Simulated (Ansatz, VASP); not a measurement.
Two plane-wave programs on SiC

```
CELL_PARAMETERS angstrom
0.00000 2.18981 2.18981
2.18981 0.00000 2.18981
2.18981 2.18981 0.00000
ATOMIC_POSITIONS crystal
Si 0.00000 0.00000 0.00000
C 0.25000 0.25000 0.25000
```

Alike in both runs: task single point; functional PBE; k mesh 10 × 10 × 10; occupations gaussian, width 0.02 eV; no spin polarisation.

|  | VASP | Ansatz |
| --- | --- | --- |
| version | VASP 6.6.1 | Ansatz 0.2.0 |
| potentials or method | VASP PAW PBE potentials, release 64 (Si, C), cutoff 600 eV | scalar-relativistic, plane waves, PAW |
| valence electrons in the cell | 8 | 8 |

|  | VASP | Ansatz | Ansatz less VASP |
| --- | --- | --- | --- |
| gap on the k mesh at the Fermi level (eV) | 1.37 | 1.37 | +0.002 |
| least direct gap on the mesh (eV) | 4.53 | 4.53 | +0.008 |
| pressure (GPa) | -0.2 | 0.0 | +0.17 |
